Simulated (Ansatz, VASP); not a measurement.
# One calculation of Sr, two programs

```xyz
1
Lattice="0.0000 2.9933 3.1429 2.9933 0.0000 3.1429 2.9933 2.9933 0.0000" Properties=species:S:1:pos:R:3 pbc="T T T"
Sr    0.0000    0.0000    0.0000
```

Alike in both runs: task single point; functional PBE; k mesh 16 × 16 × 16; occupations gaussian, width 0.15 eV; no spin polarisation.

|  | VASP | Ansatz |
| --- | --- | --- |
| version | VASP 6.6.1 | Ansatz 0.2.0 |
| potentials or method | VASP PAW PBE potentials, release 64 (Sr_sv), cutoff 520 eV | scalar-relativistic, plane waves, PAW |
| valence electrons in the cell | 10 | 10 |

|  | VASP | Ansatz | Ansatz less VASP |
| --- | --- | --- | --- |
| gap on the k mesh at the Fermi level (eV) | none | none | - |
| pressure (GPa) | -0.3 | -0.3 | 0.00 |
| traceless stress, the component that is largest in VASP (GPa) | -0.21 | -0.21 | 0.000 |

A gap of «none» marks a metal or a gap that the smearing closes.
